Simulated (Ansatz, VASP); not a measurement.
BAs: VASP beside Ansatz

```
B As
1.0
     2.93437    0.00000    0.00000
     0.00000    2.93437    0.00000
     0.00000    0.00000    2.93437
B As
1 1
Cartesian
  1.4672 1.4672 1.4672
  0.0000 0.0000 0.0000
```

Alike in both runs: task single point; functional r2SCAN50; k mesh 5 × 5 × 5; occupations fermi-dirac, width 0.05 eV; no spin polarisation.

```csv
,VASP,Ansatz
version,VASP 6.6.1,Ansatz 0.2.0
potentials or method,"VASP PAW PBE potentials, release 64 (B, As_d)",Ansatz PAW
plane-wave cutoff (eV),580,500
valence electrons in the cell,18,18
```

Ansatz gave:

```
gap on the k mesh at the Fermi level (eV) : none
pressure (GPa)                            : -11.1
```

Which values does VASP return?

gap on the k mesh at the Fermi level (eV): none; pressure (GPa): -11.3.

VASP's potentials were made for PBE, not for r2SCAN50. A gap of «none» marks a metal or a gap that the smearing closes. With one functional, cell and mesh, what is left measures potentials, basis and numerics.

The k mesh is coarse, so the values compare programs but aren't converged.
